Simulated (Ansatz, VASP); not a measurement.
## C: VASP beside Ansatz

Contents of INCAR:

```
  PREC = Accurate
  ENCUT = 520
  EDIFF = 1E-6
  ISMEAR = 1
  SIGMA = 0.1
  LREAL = False
  LASPH = True
  NELM = 60
  ALGO = Normal
  ISIF = 2
  LWAVE = False
  LCHARG = True
  GGA = PS
  LELF = True
  LVHAR = True
  NBANDS = 16
```

The input KPOINTS:

```
Automatic mesh
0
Gamma
  8 8 3
```

Contents of POSCAR:

```
C
1.0
    1.2280480000     -2.1270620000      0.0000000000
    1.2280480000      2.1270620000      0.0000000000
    0.0000000000      0.0000000000      7.1732680000
C
4
Direct
    0.0833790000      0.9166210000      0.7531380000
    0.5833790000      0.4166210000      0.2468620000
    0.9166210000      0.0833790000      0.2468620000
    0.4166210000      0.5833790000      0.7531380000
```

Input for Ansatz:

```yaml
crystal:
  lattice:
    - [1.228048, -2.127062, 0.0]
    - [1.228048, 2.127062, 0.0]
    - [0.0, 0.0, 7.173268]
  atoms:
    - { symbol: C, position: [0.08337899999999997, 0.916621, 0.753138] }
    - { symbol: C, position: [0.583379, 0.416621, 0.24686199999999997] }
    - { symbol: C, position: [0.916621, 0.08337899999999997, 0.24686199999999997] }
    - { symbol: C, position: [0.416621, 0.583379, 0.753138] }
kpoints:
  mp_grid:
    grid: [8, 8, 3]
hamiltonian:
  xc: pbesol
scf:
  occupations:
    method: cold
    width: 0.1
output:
  stress: true
```

Alike in both runs: task single point; functional PBEsol; k mesh 8 × 8 × 3; no spin polarisation.

```csv
,VASP,Ansatz
version,VASP 6.6.1,Ansatz 0.2.0
potentials or method,"VASP PAW PBE potentials, release 64 (C)","plane waves, PAW"
plane-wave cutoff (eV),520,420
occupations,"methfessel-paxton of order 1, width 0.1 eV","cold, width 0.1 eV"
valence electrons in the cell,16,16
```

|  | VASP | Ansatz | Ansatz less VASP |
| --- | --- | --- | --- |
| pressure (GPa) | 1.6 | 1.0 | -0.64 |
| traceless stress, the component that is largest in VASP (GPa) | -1.42 | -0.72 | +0.694 |

VASP's potentials were made for PBE, not for PBEsol.
